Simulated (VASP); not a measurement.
# KF (Fmmm) in VASP: further runs

KF is run at these levels: LDA; tasks: single point.

Everything below comes from runs of VASP 6.6.1. Logs are shortened: lines on timing, memory, paths and dates and some standing lists are left out, and cuts for length are marked.

## (1) The cell of the first run

The structure is orthorhombic, space group Fmmm (No. 69). Conventional cell: a = 4.802 Å, b = 5.163 Å, c = 5.357 Å, α = 90.00°, β = 90.00°, γ = 90.00°. Within 3.2 Å of K (site symmetry mmm) lie 6 F at 2.40 to 2.68 Å. F (site symmetry mmm) has 6 K at 2.40 to 2.68 Å within 3.2 Å.

## (2) Single point, LDA (normal strain along x -0.0700, normal strain along z +0.0375)

The input, INCAR:

```
SYSTEM = KF
PREC     = Accurate       ! precision mode
ENCUT    = 520            ! plane-wave cutoff, eV
EDIFF    = 1E-6           ! SCF threshold, eV
ISMEAR   = 0              ! smearing method
SIGMA    = 0.05           ! smearing width, eV
LREAL    = .FALSE.        ! projectors in reciprocal space
LASPH    = .TRUE.         ! aspherical terms in the spheres
NELM     = 80             ! most SCF steps
ALGO     = Normal         ! electronic algorithm
ISIF     = 2              ! what is computed and relaxed
LWAVE    = .FALSE.        ! write WAVECAR
LCHARG   = .TRUE.         ! write CHGCAR
LELF     = .TRUE.         ! ELF
LVHAR    = .TRUE.       
NBANDS   = 15             ! bands
```

The input, KPOINTS:

```
Automatic mesh
0
G
  8 8 8
  0 0 0
```

The input, POSCAR:

```
KF
1.0
    0.0000000000      2.5817196783      2.6785341662
    2.4009993008      0.0000000000      2.6785341662
    2.4009993008      2.5817196783      0.0000000000
K F
1 1
Direct
    0.0000000000      0.0000000000      0.0000000000
    0.5000000000      0.5000000000      0.5000000000
```

Potentials or basis: VASP PAW LDA potentials, release 64 (K_sv, F).

Command:

```
$ cat potpaw_LDA.64/K_sv/POTCAR potpaw_LDA.64/F/POTCAR > POTCAR
$ mpirun -np 1 vasp_std > vasp.out
```

OUTCAR:

```text
SYSTEM = KF
   PREC = Accurate
   ENCUT = 520
   EDIFF = 1E-6
   ISMEAR = 0
   LREAL = .FALSE.
   LASPH = .TRUE.
   NELM = 80
   ISIF = 2

 ion  position               nearest neighbor table
   1  0.000  0.000  0.000-   2 2.40   2 2.40   2 2.58   2 2.58   2 2.68   2 2.68
   2  0.500  0.500  0.500-   1 2.40   1 2.40   1 2.58   1 2.58   1 2.68   1 2.68

  LATTYP: Found a face centered orthorhombic cell.
 ALAT       =     4.8019986016
 B/A-ratio  =     1.0752688172
 C/A-ratio  =     1.1155913978

  Lattice vectors:

 A1 = (   0.0000000000,   2.5817196783,   2.6785341662)
 A2 = (   2.4009993008,   0.0000000000,   2.6785341662)
 A3 = (   2.4009993008,   2.5817196783,   0.0000000000)

Analysis of symmetry for initial positions (statically):
=====================================================================
 Subroutine PRICEL returns:
 Original cell was already a primitive cell.

 Routine SETGRP: Setting up the symmetry group for a
 face centered orthorhombic supercell.

 Subroutine GETGRP returns: Found  8 space group operations
 (whereof  8 operations were pure point group operations)
 out of a pool of  8 trial point group operations.

The static configuration has the point symmetry D_2h.

Analysis of symmetry for dynamics (positions and initial velocities):
=====================================================================
 Subroutine PRICEL returns:
 Original cell was already a primitive cell.

 Routine SETGRP: Setting up the symmetry group for a
 face centered orthorhombic supercell.

 Subroutine GETGRP returns: Found  8 space group operations
 (whereof  8 operations were pure point group operations)
 out of a pool of  8 trial point group operations.

The dynamic configuration has the point symmetry D_2h.

 Subroutine INISYM returns: Found  8 space group operations
 (whereof  8 operations are pure point group operations),
 and found     1 'primitive' translations

----------------------------------------------------------------------------------------

                                     Primitive cell

  volume of cell :      33.2069

  direct lattice vectors                    reciprocal lattice vectors
     0.000000000  2.581719678  2.678534166    -0.208246625  0.193669361  0.186669263
     2.400999301  0.000000000  2.678534166     0.208246625 -0.193669361  0.186669263
     2.400999301  2.581719678  0.000000000     0.208246625  0.193669361 -0.186669263

  length of vectors
     3.720191094  3.597129817  3.525631027     0.340176266  0.340176266  0.340176266

[... 86 lines left out ...]
   ISIF   =      2    stress and relaxation
   ISYM   =      2    0-nonsym 1-usesym 2-fastsym
   POTIM  = 0.5000    time-step for ionic-motion
   TEBEG  =    0.0;   TEEND  =   0.0 temperature during run
   PSTRESS=    0.0 pullay stress
   NELECT =      16.0000    total number of electrons
   NUPDOWN=      -1.0000    fix difference up-down
   EMIN   =  10.00;   EMAX   =-10.00  energy-range for DOS
   EFERMI =   0.00;   METHOD = LEGACY
   ISMEAR =     0;   SIGMA  =   0.05  broadening in eV -4-tet -1-fermi 0-gaus
   EFERMI_NEDOS =   21; number of points for ismear=-14 and -15
   IALGO  =     38    algorithm
   IMIX   =      4    mixing-type and parameters
     AMIX     =   0.40;   BMIX     =  1.00
     AMIX_MAG =   1.60;   BMIX_MAG =  1.00
  volume/ion in A,a.u.               =      16.60       112.05
  Fermi-wavevector in a.u.,A,eV,Ry     =   1.283430  2.425330 22.411402  1.647192
  Thomas-Fermi vector in A             =   2.415683
   LORBIT       =      0    0 simple, 1 ext, 2 COOP (PROOUT), +10 PAW based schemes
   GGA     = CA    functional components
   LHFCALC =     F    Hartree Fock is set to
   AEXX    =    0.0000 exact exchange contribution
   IVDW    =     0    specifies the selected vdW correction
   LEPSILON=     F    determine dielectric tensor
   LRPA    =     F    only Hartree local field effects (RPA)
 non-spin polarized calculation
 Gauss-broadening in eV      SIGMA  =   0.05
  energy-cutoff  :      520.00
  volume of cell :       33.21
 maximum number of plane-waves:       909
   NGX = 13   NGY = 13   NGZ = 13

 number of electron      15.9999992 magnetization

 Free energy of the ion-electron system (eV)
  ---------------------------------------------------
  ext. energy  EPLUGINS =         0.00000000
  ---------------------------------------------------
  free energy    TOTEN  =        -8.99201937 eV

  energy without entropy =       -8.99201937  energy(sigma->0) =       -8.99201937

 E-fermi :  -2.3294     XC(G=0):  -9.7703

 val. band max:       -2.5596202372   @ k =   0.5000   0.0000   0.5000
 cond. band min:       3.6644541798   @ k =   0.0000   0.0000   0.0000
 fundamental gap:      6.2240744170
 Fermi energy:        -2.3294152222

 k-point     1 :       0.0000    0.0000    0.0000
  band No.  band energies     occupation
      1     -28.0919      2.00000
      2     -21.0964      2.00000
      3     -11.4871      2.00000
      4     -11.4085      2.00000
      5     -11.3959      2.00000
      6      -2.9217      2.00000
      7      -2.8541      2.00000
      8      -2.5872      2.00000
      9       3.6645      0.00000
     10       7.7754      0.00000
     11       8.0449      0.00000
     12       8.5238      0.00000
     13       9.4954      0.00000
     14      10.6750      0.00000
[... 401 lines left out ...]
      2     -21.2620      2.00000
      3     -11.7401      2.00000
      4     -11.5372      2.00000
      5     -11.5153      2.00000
      6      -3.5593      2.00000
      7      -3.1926      2.00000
      8      -3.0226      2.00000
      9       6.2575      0.00000
     10       7.1815      0.00000
     11       9.4207      0.00000
     12       9.9833      0.00000
     13      11.2002      0.00000
     14      11.8142      0.00000
     15      15.9598      0.00000

 [... further k-points ...]
[... 5 lines left out ...]
  --------------------------------------------------------------------------------------
  -------------------------------------------------------------------------------------
  Total        2.2014695      0.2204579     -0.3342670      0.0000000      0.0000000      0.0000000
  in kB      106.2172251     10.6367256    -16.1278260      0.0000000      0.0000000      0.0000000
  external PRESSURE =      33.5753749 kB  Pullay stress =       0.0000000 kB

 VOLUME and BASIS-vectors are now :
 -----------------------------------------------------------------------------
  energy-cutoff  :      520.00
  volume of cell :       33.21
      direct lattice vectors                 reciprocal lattice vectors
     0.000000000  2.581719678  2.678534166    -0.208246625  0.193669361  0.186669263
     2.400999301  0.000000000  2.678534166     0.208246625 -0.193669361  0.186669263
     2.400999301  2.581719678  0.000000000     0.208246625  0.193669361 -0.186669263

 POSITION                                       TOTAL-FORCE (eV/Angst)
 -----------------------------------------------------------------------------------
      0.00000      0.00000      0.00000        -0.000000      0.000000      0.000000
      2.40100      2.58172      2.67853         0.000000     -0.000000      0.000000
 -----------------------------------------------------------------------------------
    total drift:                                0.000000      0.000000      0.000000

  FREE ENERGIE OF THE ION-ELECTRON SYSTEM (eV)
  ---------------------------------------------------
  free  energy   TOTEN  =        -8.9920193666 eV

  energy  without entropy=       -8.9920193666  energy(sigma->0) =       -8.99201937
```

OSZICAR:

```text
N       E                     dE             d eps       ncg     rms          rms(c)
DAV:   1     0.116311023638E+03    0.11631E+03   -0.83331E+03  2850   0.106E+03
DAV:   2    -0.547086909640E+01   -0.12178E+03   -0.10863E+03  3648   0.294E+02
DAV:   3    -0.100711057091E+02   -0.46002E+01   -0.45764E+01  3770   0.526E+01
DAV:   4    -0.101862100742E+02   -0.11510E+00   -0.11509E+00  3787   0.835E+00
DAV:   5    -0.101883606281E+02   -0.21506E-02   -0.21505E-02  3983   0.896E-01    0.675E+00
DAV:   6    -0.906209380461E+01    0.11263E+01   -0.30392E+00  3101   0.165E+01    0.546E+00
DAV:   7    -0.901703034123E+01    0.45063E-01   -0.73167E-02  3732   0.224E+00    0.323E+00
DAV:   8    -0.899193489297E+01    0.25095E-01   -0.43616E-02  3480   0.209E+00    0.212E-01
DAV:   9    -0.899193785291E+01   -0.29599E-05   -0.30123E-03  3431   0.460E-01    0.940E-02
DAV:  10    -0.899202482937E+01   -0.86976E-04   -0.27804E-04  3879   0.188E-01    0.404E-02
DAV:  11    -0.899201566837E+01    0.91610E-05   -0.28629E-05  4051   0.654E-02    0.133E-02
DAV:  12    -0.899201929300E+01   -0.36246E-05   -0.23377E-06  3164   0.146E-02    0.180E-03
DAV:  13    -0.899201936664E+01   -0.73631E-07   -0.15629E-07  2314   0.351E-03
   1 F= -.89920194E+01 E0= -.89920194E+01  d E =-.439666E-13
```

stdout:

```text
POSCAR found type information on POSCAR K F
 POSCAR found :  2 types and       2 ions
 scaLAPACK will be used
 LDA part: xc-table for (Slater(with rela. corr.)+CA(PZ))
 , standard interpolation
 POSCAR, INCAR and KPOINTS ok, starting setup
 FFT: planning ... GRIDC
 FFT: planning ... GRID_SOFT
 FFT: planning ... GRID
 WAVECAR not read
 entering main loop
```

It took 25 s on 1 thread of Intel Xeon 6975P-C (Granite Rapids), shared host; peak memory 0.17 GiB.

What came out:

```
Free energy            : -8.9920 eV
Pressure               : 3.4 GPa
Band gap on the k mesh : 6.22 eV, indirect (least direct gap 6.25 eV)
```

Caveat: the cell differs from its parent crystal (normal strain along x -0.0700, normal strain along z +0.0375).

(Continued in part 2 of 3.)
